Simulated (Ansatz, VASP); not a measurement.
## SiNi2: VASP beside Ansatz

```
CELL_PARAMETERS angstrom
4.98930 0.00000 0.00000
0.00000 3.74420 0.00000
0.00000 0.00000 7.07453
ATOMIC_POSITIONS crystal
Si 0.28884 0.25000 0.38586
Si 0.21116 0.75000 0.88586
Si 0.78884 0.25000 0.11414
Si 0.71116 0.75000 0.61414
Ni 0.95896 0.25000 0.79401
Ni 0.54104 0.75000 0.29401
Ni 0.45896 0.25000 0.70599
Ni 0.04104 0.75000 0.20599
Ni 0.32864 0.25000 0.06042
Ni 0.17136 0.75000 0.56042
Ni 0.82864 0.25000 0.43958
Ni 0.67136 0.75000 0.93958
```

Alike in both runs: functional PBE; k mesh 4 × 6 × 4; occupations gaussian, width 0.1 eV; no spin polarisation.

Ansatz relaxed the structure, and its values are those at the end. VASP's run is a single point on that final structure, the one shown.

|  | VASP | Ansatz |
| --- | --- | --- |
| version | VASP 6.6.1 | Ansatz 0.2.0 |
| potentials or method | VASP PAW PBE potentials, release 64 (Si, Ni), cutoff 520 eV | scalar-relativistic, plane waves, PAW |
| valence electrons in the cell | 96 | 160 |

```tsv
	VASP	Ansatz	Ansatz less VASP
gap on the k mesh at the Fermi level (eV)	none	none	-
pressure (GPa)	0.3	0.2	-0.09
rms of the force components (eV/Å)	0.017	0.019	+0.0027
```

A gap of «none» marks a metal or a gap that the smearing closes. VASP's potentials hold 96 valence electrons a cell and Ansatz's 160, so a difference there can come from the potentials and not from the codes.
